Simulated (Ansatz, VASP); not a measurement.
**F: VASP beside Ansatz**

```
F
1.0
     2.45907   -1.63052    0.10276
     2.45907    1.63052    0.10276
    -0.29484    0.00000    6.47662
F
4
Cartesian
  3.5123 0.5010 4.0180
  0.9636 0.5010 5.9024
  1.1110 -0.5010 2.6641
  3.6597 -0.5010 0.7797
```

Alike in both runs: task single point; functional HSE06; k mesh 4 × 4 × 2; no spin polarisation.

|  | VASP | Ansatz |
| --- | --- | --- |
| version | VASP 6.6.1 | Ansatz 0.2.0 |
| potentials or method | VASP PAW PBE potentials, release 64 (F) | plane waves, PAW |
| plane-wave cutoff (eV) | 520 | 420 |
| occupations | gaussian, width 0.01 eV | fixed |
| valence electrons in the cell | 28 | 28 |

```tsv
	VASP	Ansatz	Ansatz less VASP
gap on the k mesh at the Fermi level (eV)	6.14	6.20	+0.058
pressure (GPa)	0.9	0.1	-0.81
traceless stress, the component that is largest in VASP (GPa)	-1.85	-3.83	-1.974
rms of the force components (eV/Å)	0.301	0.584	+0.2829
```

Atom by atom the forces differ by 0.283 eV/Å (rms over components). Ansatz's warnings: stress exchange threshold loose, stress scf threshold loose.

The k mesh is coarse, so the values compare programs but aren't converged.
